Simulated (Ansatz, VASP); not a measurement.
# One calculation of SiC, two programs

The input INCAR:

```
SYSTEM = SiC
PREC = Accurate
ENCUT = 600
EDIFF = 1E-6
ISMEAR = 0
SIGMA = 0.05
LREAL = .False.
LASPH = .True.
NELM = 120
ALGO = Normal
ISIF = 2
LWAVE = .False.
LCHARG = .False.
NBANDS = 16
GGA_COMPAT = .False.
```

KPOINTS

```
regular mesh
0
Gamma
  10 10 6
  0 0 0
```

The input POSCAR:

```
SiC
1.0
    0.0000000000     -2.1644105396     -2.3159192774
    0.0000000000      2.1644105396     -2.3159192774
    4.3288210792      0.0000000000      0.0000000000
Si C
2 2
Direct
    0.5027721173      0.5027721173      0.5000000000
   -0.0027721173     -0.0027721173      0.0000000000
    0.0018766991      0.4981233009      0.2500000000
    0.4981233009      0.0018766991      0.7500000000
```

Input for Ansatz:

```yaml
crystal:
  lattice:
    - [0.0, -2.1644105396, -2.3159192774]
    - [0.0, 2.1644105396, -2.3159192774]
    - [4.3288210792, 0.0, 0.0]
  atoms:
    - { symbol: Si, position: [0.5027721173, 0.5027721173, 0.5] }
    - { symbol: Si, position: [-0.0027721173, -0.0027721173, 0.0] }
    - { symbol: C, position: [0.0018766991, 0.4981233009, 0.25] }
    - { symbol: C, position: [0.4981233009, 0.0018766991, 0.75] }
basis:
  ecutwfc: 520.0
kpoints:
  mp_grid: { grid: [10, 10, 6] }
hamiltonian:
  xc: lda
  pseudopotentials: { kind: paw, azcp: { folder: soft_1 } }
scf:
  occupations: { method: gaussian, width: 0.05 }
output:
  forces: true
  stress: true
  eigenvalues: true
```

Change from the starting cell: mode 4 frozen in at -0.012 Å, normal strain along y +0.0700.

Alike in both runs: task single point; functional LDA; k mesh 10 × 10 × 6; occupations gaussian, width 0.05 eV; no spin polarisation.

|  | VASP | Ansatz |
| --- | --- | --- |
| version | VASP 6.6.1 | Ansatz 0.2.0 |
| potentials or method | VASP PAW LDA potentials, release 64 (Si, C), cutoff 600 eV | scalar-relativistic, plane waves, PAW |
| valence electrons in the cell | 16 | 16 |

|  | VASP | Ansatz | Ansatz less VASP |
| --- | --- | --- | --- |
| gap on the k mesh at the Fermi level (eV) | 0.99 | 1.00 | +0.013 |
| least direct gap on the mesh (eV) | 0.99 | 1.00 | +0.012 |
| pressure (GPa) | -13.6 | -13.9 | -0.22 |
| traceless stress, the component that is largest in VASP (GPa) | -13.14 | -13.14 | -0.002 |
| rms of the force components (eV/Å) | 0.070 | 0.070 | 0.0000 |

Ansatz warns that its potentials were made for another functional, while VASP's fit it. LDA's correlation is that of Perdew and Zunger in VASP and of Perdew and Wang (1992) in Ansatz. Atom by atom the forces differ by 0.000 eV/Å (rms over components).
